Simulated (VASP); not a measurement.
TiO2, 6 atoms in the cell. The structure is monoclinic, space group C2/c (No. 15). Conventional cell: a = 5.620 Å, b = 5.622 Å, c = 5.683 Å, α = 90.00°, β = 118.77°, γ = 90.00°. Within 2.7 Å of Ti (site symmetry 2) lie 6 O at 2.01 to 2.08 Å. Within 2.7 Å of O (site symmetry 1) lie 3 Ti at 2.01 to 2.08 Å and 2 O at 2.59 Å. 

```yaml
Program: VASP 6.6.1
Task: single point
Functional: r2SCAN
Dispersion: D3(BJ)
Potentials_or_basis: VASP PAW PBE potentials, release 64 (Ti_sv, O)
Cutoff: 520 eV
k_mesh: 6 × 6 × 4
Occupations: fermi-dirac, width 0.02 eV
Spin: no spin polarisation
Dipole_correction: no
Further_INCAR_settings: ALGO = Normal; EDIFF = 1e-07; NBANDS = 33
```

Potentials or basis: VASP PAW PBE potentials, release 64 (Ti_sv, O).

Launch:

```console
$ cat potpaw_PBE.64/Ti_sv/POTCAR potpaw_PBE.64/O/POTCAR > POTCAR
$ cp INCAR.step1 INCAR
$ mpirun -np 1 vasp_std > vasp.out
$ cp INCAR.step2 INCAR
$ mpirun -np 1 vasp_std > vasp.out
```

Hardware: 1 thread of Intel(R) Xeon(R) Platinum 8259CL CPU @ 2.50GHz (Skylake/Cascade Lake), with other jobs on the host.

Problem. How long does it take, and how much memory?

Solution. Wall time 10 min on 1 thread of Intel(R) Xeon(R) Platinum 8259CL CPU @ 2.50GHz (Skylake/Cascade Lake), on a shared host, peak memory 0.26 GiB. Counts: k points 47.
